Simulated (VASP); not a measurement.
A run of VASP 6.6.1 is set up as follows.

Contents of INCAR:

```
SYSTEM = Rh
  PREC = Accurate
  ENCUT = 520
  EDIFF = 1E-6
  ISMEAR = 0
  SIGMA = 0.1
  LREAL = .False.
  LASPH = .True.
  NELM = 100
  ALGO = Normal
  ISIF = 2
  LWAVE = .False.
  LCHARG = .False.
  LDIPOL = .True.
  IDIPOL = 3
  DIPOL = 0.5 0.5 0.500
  IBRION = 2
  NSW = 70
  EDIFFG = -0.03
  LUSENCCL = .False.
```

KPOINTS

```
Automatic mesh
0
Gamma
  11 11 1
  0 0 0
```

File POSCAR:

```
Rh
1.0
    2.7082931626      0.0000000000      0.0000000000
    0.0000000000      2.7082931626      0.0000000000
    0.0000000000      0.0000000000     17.8301049214
Rh
3
Selective dynamics
Direct
    0.5000000000      0.5000000000      0.3925944368  F F F
    0.0000000000      0.0000000000      0.5000000000  T T T
    0.5000000000      0.5000000000      0.6074055632  T T T
```

Potentials or basis: VASP PAW LDA potentials, release 64 (Rh_pv).

The run is started by

```bash
$ cat potpaw_LDA.64/Rh_pv/POTCAR > POTCAR
$ mpirun -np 1 vasp_std > vasp.out
```

(1) Estimate the band gap on the k mesh.

(2) Estimate the energy gained by relaxing.

Answers

(1) zero (an odd number of electrons rules out a gap without spin polarisation).

(2) 78.0 meV/atom.
